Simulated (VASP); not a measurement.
# PtS2 (P-3m1) in VASP: single point with HSE06

Aim: the single point of PtS2 with HSE06.

Everything below comes from runs of VASP 6.6.1. Logs are shortened: lines on timing, memory, paths and dates and some standing lists are left out, and cuts for length are marked.

## (1) The cell of the first run

It takes space group P-3m1 (No. 164, trigonal). Conventional cell: a = 3.569 Å, b = 3.569 Å, c = 5.146 Å, α = 90.00°, β = 90.00°, γ = 120.00°. Pt (site symmetry -3m) has 6 S at 2.39 Å within 3.2 Å. Within 3.2 Å of S (site symmetry 3m) lie 3 Pt at 2.39 Å and 3 S at 3.19 Å.

## (2) Single point, HSE06 (strain +0.5%)

POSCAR

```
PtS2
1.0
    3.5689661661      0.0000000000      0.0000000000
   -1.7844830830      3.0908153651      0.0000000000
    0.0000000000      0.0000000000      5.1463956273
Pt S
1 2
Direct
    0.0000000000      0.0000000000      0.0000000000
    0.3333333333      0.6666666667      0.2367588620
    0.6666666667      0.3333333333      0.7632411380
```

INCAR.step1

```
PREC = Accurate ; ENCUT = 520
EDIFF = 1E-5 ; ISMEAR = 0
SIGMA = 0.01 ; LREAL = False
LASPH = True ; NELM = 80
ALGO = Normal ; ISIF = 2
LWAVE = True ; GGA = PE
NBANDS = 18
```

INCAR.step2

```
PREC = Accurate ; ENCUT = 520
EDIFF = 1E-6 ; ISMEAR = 0
SIGMA = 0.01 ; LREAL = False
LASPH = True ; NELM = 80
ALGO = Normal ; ISIF = 2
LWAVE = False ; LCHARG = True
GGA = PE ; LHFCALC = True
HFSCREEN = 0.2079 ; PRECFOCK = Normal
LELF = True ; LVHAR = True
ISTART = 1 ; NBANDS = 18
```

KPOINTS

```
regular mesh
0
Gamma
  6 6 4
```

Potentials or basis: VASP PAW PBE potentials, release 64 (Pt, S).

Started as:

```bash
$ cat potpaw_PBE.64/Pt/POTCAR potpaw_PBE.64/S/POTCAR > POTCAR
$ cp INCAR.step1 INCAR
$ mpirun -np 1 vasp_std > vasp.out
$ cp INCAR.step2 INCAR
$ mpirun -np 1 vasp_std > vasp.out
```

OUTCAR:

```text
PREC = Accurate
   ENCUT = 520
   EDIFF = 1E-6
   ISMEAR = 0
   LREAL = False
   LASPH = True
   NELM = 80
   ISIF = 2
   GGA = PE
   LHFCALC = True
   HFSCREEN = 0.2079
   PRECFOCK = Normal
   ISTART = 1

 ion  position               nearest neighbor table
   1  0.000  0.000  0.000-   2 2.39   3 2.39   2 2.39   3 2.39   3 2.39   2 2.39
   2  0.333  0.667  0.237-   1 2.39   1 2.39   1 2.39
   3  0.667  0.333  0.763-   1 2.39   1 2.39   1 2.39

  LATTYP: Found a hexagonal cell.
 ALAT       =     3.5689661661
 C/A-ratio  =     1.4419849861

  Lattice vectors:

 A1 = (   3.5689661661,   0.0000000000,   0.0000000000)
 A2 = (  -1.7844830830,   3.0908153651,   0.0000000000)
 A3 = (   0.0000000000,   0.0000000000,   5.1463956273)

Analysis of symmetry for initial positions (statically):
=====================================================================
 Subroutine PRICEL returns:
 Original cell was already a primitive cell.

 Routine SETGRP: Setting up the symmetry group for a
 hexagonal supercell.

 Subroutine GETGRP returns: Found 12 space group operations
 (whereof 12 operations were pure point group operations)
 out of a pool of 24 trial point group operations.

The static configuration has the point symmetry D_3d.

Analysis of symmetry for dynamics (positions and initial velocities):
=====================================================================
 Subroutine PRICEL returns:
 Original cell was already a primitive cell.

 Routine SETGRP: Setting up the symmetry group for a
 hexagonal supercell.

 Subroutine GETGRP returns: Found 12 space group operations
 (whereof 12 operations were pure point group operations)
 out of a pool of 24 trial point group operations.

The dynamic configuration has the point symmetry D_3d.

 Subroutine INISYM returns: Found 12 space group operations
 (whereof 12 operations are pure point group operations),
 and found     1 'primitive' translations

----------------------------------------------------------------------------------------

                                     Primitive cell

  volume of cell :      56.7700

  direct lattice vectors                    reciprocal lattice vectors
[... 92 lines left out ...]
   IBRION =     -1    ionic relax: 0-MD 1-quasi-New 2-CG
   NFREE  =      0    steps in history (QN), initial steepest desc. (CG)
   ISIF   =      2    stress and relaxation
   ISYM   =      3    0-nonsym 1-usesym 2-fastsym
   POTIM  = 0.5000    time-step for ionic-motion
   TEBEG  =    0.0;   TEEND  =   0.0 temperature during run
   PSTRESS=    0.0 pullay stress
   NELECT =      22.0000    total number of electrons
   NUPDOWN=      -1.0000    fix difference up-down
   EMIN   =  10.00;   EMAX   =-10.00  energy-range for DOS
   EFERMI =   0.00;   METHOD = LEGACY
   ISMEAR =     0;   SIGMA  =   0.01  broadening in eV -4-tet -1-fermi 0-gaus
   EFERMI_NEDOS =   21; number of points for ismear=-14 and -15
   IALGO  =     38    algorithm
   IMIX   =      1    mixing-type and parameters
     AMIX     =   0.40;   BMIX     =  1.00
     AMIX_MAG =   1.60;   BMIX_MAG =  1.00
  volume/ion in A,a.u.               =      18.92       127.70
  Fermi-wavevector in a.u.,A,eV,Ry     =   1.193556  2.255494 19.382535  1.424576
  Thomas-Fermi vector in A             =   2.329568
   LORBIT       =      0    0 simple, 1 ext, 2 COOP (PROOUT), +10 PAW based schemes
   GGA     = PE    functional components
   LHFCALC =     T    Hartree Fock is set to
   PRECFOCK=normal    Normal, Fast or Accurate (Low or Medium for compatibility)
   ENCUT4O =  -1.0   cutoff for four orbital integrals eV
   NKREDX  =     1    reduce k-point grid by
   NKREDY  =     1    reduce k-point grid by
   NKREDZ  =     1    reduce k-point grid by
   AEXX    =    0.2500 exact exchange contribution
   HFSCREEN=    0.2079 screening length (either q_TF or 0.3 A-1)
   HFSCREENC=   0.2079 screening length for correlation (either q_TF or 0.3 A-1)
   ENCUTFOCK=  -1.0 apply spherical cutoff to Coloumb kernel
   IVDW    =     0    specifies the selected vdW correction
   LEPSILON=     F    determine dielectric tensor
   LRPA    =     F    only Hartree local field effects (RPA)
 non-spin polarized calculation
 Gauss-broadening in eV      SIGMA  =   0.01
  energy-cutoff  :      520.00
  volume of cell :       56.77
 maximum number of plane-waves:      1543
 NGX is ok and might be reduce to    28
  NGX = 20; NGY = 20; NGZ = 30

 number of electron      21.9999996 magnetization

 Free energy of the ion-electron system (eV)
  ---------------------------------------------------
  ext. energy  EPLUGINS =         0.00000000
  ---------------------------------------------------
  free energy    TOTEN  =       -18.63228451 eV

  energy without entropy =      -18.63228451  energy(sigma->0) =      -18.63228451

 E-fermi :   5.8915     XC(G=0):  -8.6261

 val. band max:        5.8076743827   @ k =   0.0000   0.0000   0.0000
 cond. band min:       7.2324497627   @ k =   0.0000   0.3333   0.2500
 fundamental gap:      1.4247753801
 Fermi energy:         5.8914976605

 k-point     1 :       0.0000    0.0000    0.0000
  band No.  band energies     occupation
      1     -10.8349      2.00000
      2      -7.7901      2.00000
      3      -1.7975      2.00000
      4      -1.3476      2.00000
      5      -1.3476      2.00000
      6       1.2616      2.00000
[... 481 lines left out ...]
      5      -0.8660      2.00000
      6       1.0587      2.00000
[... 10 lines left out ...]
     17      14.8131      0.00000
     18      17.5245      0.00000

------------------------ aborting loop because EDIFF is reached ----------------------------------------

  FORCE on cell =-STRESS in cart. coord.  units (eV):
  Direction    XX          YY          ZZ          XY          YZ          ZX
  --------------------------------------------------------------------------------------
  -------------------------------------------------------------------------------------
  Total       -1.1200084     -1.1200084     -0.2544111     -0.0000000     -0.0000000      0.0000000
  in kB      -31.6091768    -31.6091768     -7.1800585     -0.0000000     -0.0000000      0.0000000
  external PRESSURE =     -23.4661374 kB  Pullay stress =       0.0000000 kB

 VOLUME and BASIS-vectors are now :
 -----------------------------------------------------------------------------
  energy-cutoff  :      520.00
  volume of cell :       56.77
      direct lattice vectors                 reciprocal lattice vectors
     3.568966166  0.000000000  0.000000000     0.280193186  0.161769611  0.000000000
    -1.784483083  3.090815365  0.000000000     0.000000000  0.323539222  0.000000000
     0.000000000  0.000000000  5.146395627     0.000000000  0.000000000  0.194310751

 POSITION                                       TOTAL-FORCE (eV/Angst)
 -----------------------------------------------------------------------------------
      0.00000      0.00000      0.00000        -0.000000      0.000000      0.000000
     -0.00000      2.06054      1.21845        -0.000000     -0.000000     -0.407851
      1.78448      1.03027      3.92794         0.000000      0.000000      0.407851
 -----------------------------------------------------------------------------------
    total drift:                               -0.000000     -0.000000     -0.000006

  FREE ENERGIE OF THE ION-ELECTRON SYSTEM (eV)
  ---------------------------------------------------
  free  energy   TOTEN  =       -18.6322845101 eV

  energy  without entropy=      -18.6322845101  energy(sigma->0) =      -18.63228451
```

OUTCAR.step1:

```text
PREC = Accurate
   ENCUT = 520
   EDIFF = 1E-5
   ISMEAR = 0
   LREAL = False
[... 728 lines left out ...]
      0.00000      0.00000      0.00000         0.000000      0.000000      0.000000
     -0.00000      2.06054      1.21845         0.000000      0.000000      0.016988
      1.78448      1.03027      3.92794        -0.000000     -0.000000     -0.016988
 -----------------------------------------------------------------------------------
    total drift:                               -0.000000      0.000000     -0.000000

  FREE ENERGIE OF THE ION-ELECTRON SYSTEM (eV)
  ---------------------------------------------------
  free  energy   TOTEN  =       -15.4074438333 eV

  energy  without entropy=      -15.4074438333  energy(sigma->0) =      -15.40744383
```

OSZICAR.step1:

```text
N       E                     dE             d eps       ncg     rms          rms(c)
DAV:   1     0.114658453404E+03    0.11466E+03   -0.10407E+04   888   0.109E+03
DAV:   2    -0.110784735910E+02   -0.12574E+03   -0.12144E+03  1086   0.221E+02
DAV:   3    -0.167000597719E+02   -0.56216E+01   -0.55816E+01  1082   0.473E+01
DAV:   4    -0.167611845853E+02   -0.61125E-01   -0.61093E-01  1160   0.545E+00
DAV:   5    -0.167622004494E+02   -0.10159E-02   -0.10157E-02  1126   0.672E-01    0.177E+01
DAV:   6    -0.156822072274E+02    0.10800E+01   -0.62569E+00   904   0.241E+01    0.118E+01
DAV:   7    -0.154250722401E+02    0.25713E+00   -0.12328E+00   908   0.109E+01    0.576E+00
DAV:   8    -0.154104793233E+02    0.14593E-01   -0.65287E-02   966   0.173E+00    0.119E+00
DAV:   9    -0.154071728651E+02    0.33065E-02   -0.90954E-03  1012   0.974E-01    0.229E-01
DAV:  10    -0.154073865614E+02   -0.21370E-03   -0.14613E-03  1084   0.239E-01    0.898E-02
DAV:  11    -0.154074412512E+02   -0.54690E-04   -0.63974E-05  1042   0.652E-02    0.474E-02
DAV:  12    -0.154074438333E+02   -0.25821E-05   -0.10008E-05   816   0.280E-02
   1 F= -.15407444E+02 E0= -.15407444E+02  d E =-.796098E-74
```

Run time: 71 min. Hardware: 1 thread of Oxide Virtual Turin-like, shared host; peak memory 0.27 GiB.

Results:

```
Free energy            : -18.6323 eV
Pressure               : -2.3 GPa
Largest force          : 0.408 eV/Å
Band gap on the k mesh : 1.42 eV (least direct gap 2.15 eV)
```

Forces on the atoms (eV/Å):
```
Pt   0.000  0.000  0.000
S    0.000  0.000 -0.408
S    0.000  0.000  0.408
```

Caveat: the cell differs from its parent crystal (strain +0.5%); the PAW data sets were made with another functional, which shifts forces and pressure a little; spin-orbit coupling is left out, which moves the levels of the heavy elements. A k mesh can miss the band edges.
